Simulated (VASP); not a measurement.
A run of VASP 6.6.1 is set up as follows.

The input INCAR:

```
SYSTEM = Be
ALGO = Normal
EDIFF = 1E-6
EDIFFG = -0.04
ENCUT = 600
GGA = PE
IBRION = 2
ISIF = 3
ISMEAR = 0
LASPH = .TRUE.
LCHARG = .FALSE.
LREAL = .FALSE.
LWAVE = .FALSE.
NELM = 100
NSW = 90
PREC = Accurate
SIGMA = 0.1
```

The input KPOINTS:

```
k-points
0
G
  12 12 1
  0 0 0
```

File POSCAR:

```
Be
1.0
    2.1157565700      0.0000000000      0.0000000000
   -1.0578782800      1.8322989400      0.0000000000
    0.0000000000      0.0000000000     25.4036180900
Be
12
Direct
    0.6666666700      0.3333333300      0.6327907200
    0.6666666700      0.3333333300      0.1327908400
    0.6666666700      0.3333333300      0.3672091600
    0.6666666700      0.3333333300      0.8672092800
    0.0000000000      0.0000000000      0.2500000000
    0.3333333300      0.6666666700      0.8672091600
    0.0000000000      0.0000000000      0.7500000000
    0.6666666700      0.3333333300      0.2500000000
    0.3333333300      0.6666666700      0.3672092800
    0.3333333300      0.6666666700      0.7500000000
    0.3333333300      0.6666666700      0.1327907200
    0.3333333300      0.6666666700      0.6327908400
```

Potentials or basis: VASP PAW PBE potentials, release 64 (Be).

Run with:

```bash
$ cat potpaw_PBE.64/Be/POTCAR > POTCAR
$ mpirun -np 1 vasp_std > vasp.out
```

Estimate the space group after relaxing (to 0.05 Å).

P6_3/mmc (No. 194).

What does it give for the band gap on the k mesh?

Zero (band 12 reaches 7.24 eV, above the bottom of band 13 at 2.93 eV).

Predict the relaxed volume.

9.17 Å³/atom.

Estimate the relaxed cell.

a = 3.432 Å, b = 3.432 Å, c = 10.787 Å, α = 90.00°, β = 90.00°, γ = 120.00°.

Forces on the atoms (eV/Å):
```
Be   0.000  0.000 -0.033
Be   0.000  0.000 -0.024
Be   0.000  0.000  0.024
Be   0.000  0.000  0.033
Be   0.000  0.000  0.000
Be   0.000  0.000  0.024
Be   0.000  0.000  0.000
Be   0.000  0.000  0.000
Be   0.000  0.000  0.033
Be   0.000  0.000  0.000
Be   0.000  0.000 -0.033
Be   0.000  0.000 -0.024
```
